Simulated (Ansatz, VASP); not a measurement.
One calculation of W, two programs

```
W
1.0
    -1.64522    1.59730    1.64522
     1.54938   -1.59730    1.54938
     1.64522    1.59730   -1.64522
W
1
Cartesian
  0.0000 0.0000 0.0000
```

Change from the starting cell: strain -0.0600 x Voigt [0, 0, 0, 0, 1, 0], atoms carried along.

Alike in both runs: task single point; functional LDA; k mesh 20 × 20 × 20; occupations gaussian, width 0.15 eV; no spin polarisation.

|  | VASP | Ansatz |
| --- | --- | --- |
| version | VASP 6.6.1 | Ansatz 0.2.0 |
| potentials or method | VASP PAW LDA potentials, release 64 (W_sv), cutoff 520 eV | scalar-relativistic, plane waves, PAW |
| valence electrons in the cell | 14 | 14 |

```csv
,VASP,Ansatz,Ansatz less VASP
gap on the k mesh at the Fermi level (eV),none,none,-
pressure (GPa),-14.3,-15.9,-1.58
"traceless stress, the component that is largest in VASP (GPa)",7.73,7.57,-0.159
```

LDA's correlation is that of Perdew and Zunger in VASP and of Perdew and Wang (1992) in Ansatz. A gap of «none» marks a metal or a gap that the smearing closes.

Spin-orbit coupling is off throughout.
